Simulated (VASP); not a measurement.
Here is a VASP 6.6.1 calculation.

The input INCAR:

```
PREC = Accurate
ENCUT = 520
EDIFF = 1E-6
ISMEAR = 0
SIGMA = 0.05
LREAL = F
LASPH = T
NELM = 100
ALGO = Normal
ISIF = 2
LWAVE = F
LCHARG = T
GGA = PE
LELF = T
LVHAR = T
NBANDS = 25
```

Contents of KPOINTS:

```
Automatic mesh
0
Gamma
  10 10 6
```

File POSCAR:

```
CuO
1.0
    1.9909680000     -2.1535500000      0.0000000000
    1.9909680000      2.1535500000      0.0000000000
    0.0000000000      0.0000000000      5.1559280000
Cu O
2 2
Direct
    0.0000000000      0.5000000000      0.0000000000
    0.5000000000      0.0000000000      0.5000000000
    0.5000000000      0.5000000000      0.2500000000
    0.5000000000      0.5000000000      0.7500000000
```

Potentials or basis: VASP PAW PBE potentials, release 64 (Cu, O).

The run is started by

```bash
$ cat potpaw_PBE.64/Cu/POTCAR potpaw_PBE.64/O/POTCAR > POTCAR
$ mpirun -np 1 vasp_std > vasp.out
```

(1) Predict the pressure.

(2) What does it give for the band gap on the k mesh?

Results:

(1) 2.1 GPa.

(2) zero (bands 17 and 18 overlap by 1.09 eV).

Caveat: semilocal functionals often make such compounds metallic where correlation or magnetic order opens a gap, which also shifts bond lengths.
